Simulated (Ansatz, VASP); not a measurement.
**One calculation of Ge, two programs**

Contents of INCAR:

```
ALGO     = Normal         # electronic algorithm
EDIFF    = 1E-6           # SCF threshold, eV
EDIFFG   = -0.005         # ionic threshold
ENCUT    = 600            # plane-wave cutoff, eV
GGA      = PE             # functional
IBRION   = 2              # ionic algorithm
ISIF     = 3              # what is computed and relaxed
ISMEAR   = 0              # smearing method
LASPH    = True           # aspherical terms in the spheres
LCHARG   = False          # write CHGCAR
LREAL    = False          # projectors in reciprocal space
LWAVE    = False          # write WAVECAR
NELM     = 80             # most SCF steps
NSW      = 100            # ionic steps
PREC     = Accurate       # precision mode
SIGMA    = 0.1            # smearing width, eV
```

Contents of KPOINTS:

```
k-points
0
Gamma
  14 14 14
```

The input POSCAR:

```
Ge
1.0
    0.0000000000      2.8289100000      2.8289100000
    2.8289100000      0.0000000000      2.8289100000
    2.8289100000      2.8289100000      0.0000000000
Ge
2
Direct
    0.0000000000      0.0000000000      0.0000000000
    0.2500000000      0.2500000000      0.2500000000
```

Input for Ansatz:

```yaml
crystal:
  lattice:
    - [0.0, 2.82891, 2.82891]
    - [2.82891, 0.0, 2.82891]
    - [2.82891, 2.82891, 0.0]
  atoms:
    - { symbol: Ge, position: [0.0, 0.0, 0.0] }
    - { symbol: Ge, position: [0.25, 0.25, 0.25] }
basis:
  ecutwfc: 420
kpoints:
  mp_grid: { grid: [14, 14, 14] }
hamiltonian:
  xc: pbe
scf:
  occupations: { method: gaussian, width: 0.1 }
output:
  forces: true
  stress: true
  eigenvalues: true
  write_density: true
  write_potential: true
  elf: true
  volumetric_format: npy
relax:
  adjacent_minimum: "off"
  f_tol: 0.005
  max_steps: 80
  cell: { stress_tol: 0.05 }
```

Alike in both runs: task relaxation of cell and atoms; functional PBE; k mesh 14 × 14 × 14; occupations gaussian, width 0.1 eV; no spin polarisation.

|  | VASP | Ansatz |
| --- | --- | --- |
| version | VASP 6.6.1 | Ansatz 0.2.0 |
| potentials or method | VASP PAW PBE potentials, release 64 (Ge_d), cutoff 600 eV | scalar-relativistic, plane waves, PAW |
| valence electrons in the cell | 28 | 28 |

Ansatz gave:

- gap on the k mesh at the Fermi level, each at its own relaxed structure (eV): none
- relaxed volume (Å³/atom): 23.90
- relaxed cell length with the largest relative difference (Å): 4.074

Q: Estimate VASP's values.

A: gap on the k mesh at the Fermi level, each at its own relaxed structure (eV): none; relaxed volume (Å³/atom): 23.85; relaxed cell length with the largest relative difference (Å): 4.071.

A gap of «none» marks a metal or a gap that the smearing closes.
